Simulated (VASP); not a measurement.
## SiO2: relaxation of cell and atoms with r2SCAN

The system is SiO2.

```
Si O
1.0
     4.18437    0.00000    0.00000
     0.00000    4.18437    0.00000
     0.00000    0.00000    2.66841
Si O
2 4
Direct
  0.50000 0.50000 0.50000
  0.00000 0.00000 0.00000
  0.19373 0.80627 0.50000
  0.80627 0.19373 0.50000
  0.30627 0.30627 0.00000
  0.69373 0.69373 0.00000
```

```
Program                : VASP 6.6.1
Task                   : relaxation of cell and atoms
Functional             : r2SCAN
Potentials or basis    : VASP PAW PBE potentials, release 64 (Si, O)
Cutoff                 : 600 eV
k mesh                 : 6 × 6 × 8
Occupations            : gaussian, width 0.02 eV
Spin                   : no spin polarisation
Dipole correction      : no
Further INCAR settings : ALGO = Normal; EDIFF = 1e-06; IBRION = 2; EDIFFG = -0.01; NSW = 80; ISIF = 3
```

```
Relaxed volume                        : 7.78 Å³/atom
Relaxed cell                          : a = 4.180 Å, b = 4.180 Å, c = 2.672 Å, α = 90.00°, β = 90.00°, γ = 90.00°
Space group after relaxing (to 0.1 Å) : P4_2/mnm (No. 136)
Energy gained by relaxing             : 0.1 meV/atom
Ionic steps                           : 4
Pressure after relaxing               : 0.1 GPa
Largest force after relaxing          : 0.004 eV/Å
Band gap on the k mesh                : 6.51 eV
```

Forces in eV/Å, atoms in the order of the input:
```
Si   0.000  0.000  0.000
Si   0.000  0.000  0.000
O   -0.003  0.003  0.000
O    0.003 -0.003  0.000
O    0.003  0.003  0.000
O   -0.003 -0.003  0.000
```

Step by step:
```tsv
step	energy change (eV)	largest force (eV/Å)	pressure (GPa)	volume (Å³)
1	0.0000	0.0595	0.25	46.72
2	-0.0002	0.0377	-0.70	46.80
3	-0.0003	0.0004	-0.32	46.77
4	-0.0004	0.0043	0.09	46.70
```

Final structure:
```cif
data_structure
_symmetry_space_group_name_H-M 'P 1'
_symmetry_Int_Tables_number 1
_cell_length_a 4.1803
_cell_length_b 4.1803
_cell_length_c 2.6721
_cell_angle_alpha 90.000
_cell_angle_beta 90.000
_cell_angle_gamma 90.000
_cell_volume 46.70
loop_
_atom_site_label
_atom_site_type_symbol
_atom_site_fract_x
_atom_site_fract_y
_atom_site_fract_z
_atom_site_occupancy
Si1 Si 0.50000 0.50000 0.50000 1
Si2 Si 0.00000 0.00000 0.00000 1
O1 O 0.19414 0.80586 0.50000 1
O2 O 0.80586 0.19414 0.50000 1
O3 O 0.30586 0.30586 0.00000 1
O4 O 0.69414 0.69414 0.00000 1
```

Levels at points of the mesh, in eV from the valence-band top:
```
           k point  band 13  band 14  band 15  band 16  band 17  band 18  band 19  band 20
(0.00, 0.00, 0.00)    -2.52    -0.88    -0.88     0.00     6.51     7.61     9.44     9.44
(0.50, 0.00, 0.00)    -2.72    -2.72    -1.08    -1.08     8.69     8.69    10.03    10.03
(0.50, 0.50, 0.00)    -2.70    -2.70    -2.32    -2.32     8.39     8.39    11.04    11.04
(0.00, 0.00, 0.50)    -3.12    -3.12    -2.71    -2.71    10.15    10.15    13.74    13.74
(0.50, 0.00, 0.50)    -2.31    -2.31    -1.80    -1.80     9.81     9.81    10.92    10.92
(0.50, 0.50, 0.50)    -1.77    -1.77    -1.61    -1.61     8.16     8.16    12.03    12.03
```

Wall time 3.9 min on 1 thread of Intel(R) Xeon(R) Platinum 8488C (Sapphire Rapids) (shared host), peak memory 0.2 GiB.

Caveat: the PAW data sets were made with another functional, which shifts forces and pressure a little. A k mesh can miss the band edges.
